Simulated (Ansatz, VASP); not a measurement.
KF: VASP beside Ansatz

```
CELL_PARAMETERS angstrom
0.00000 2.67350 2.67350
2.67350 0.00000 2.67350
2.67350 2.67350 0.00000
ATOMIC_POSITIONS crystal
K 0.00000 0.00000 0.00000
F 0.50000 0.50000 0.50000
```

Alike in both runs: task single point; functional HF; k mesh 4 × 4 × 4; occupations gaussian, width 0.05 eV; no spin polarisation.

```csv
,VASP,Ansatz
version,VASP 6.6.1,Ansatz 0.2.0
potentials or method,"VASP PAW PBE potentials, release 64 (K_sv, F), cutoff 520 eV","scalar-relativistic, plane waves, PAW"
valence electrons in the cell,16,16
```

VASP gave:

- gap on the k mesh at the Fermi level (eV): 17.48
- least direct gap on the mesh (eV): 17.48
- pressure (GPa): 1.6

Task: Which values does Ansatz return?

Result: gap on the k mesh at the Fermi level (eV): 17.49; least direct gap on the mesh (eV): 17.49; pressure (GPa): 1.8.

VASP's potentials were made for PBE, not for HF. With one functional, cell and mesh, what is left measures potentials, basis and numerics. Ansatz's warnings: stress exchange threshold loose, stress scf threshold loose.

The k mesh is coarse, so the values compare programs but aren't converged.
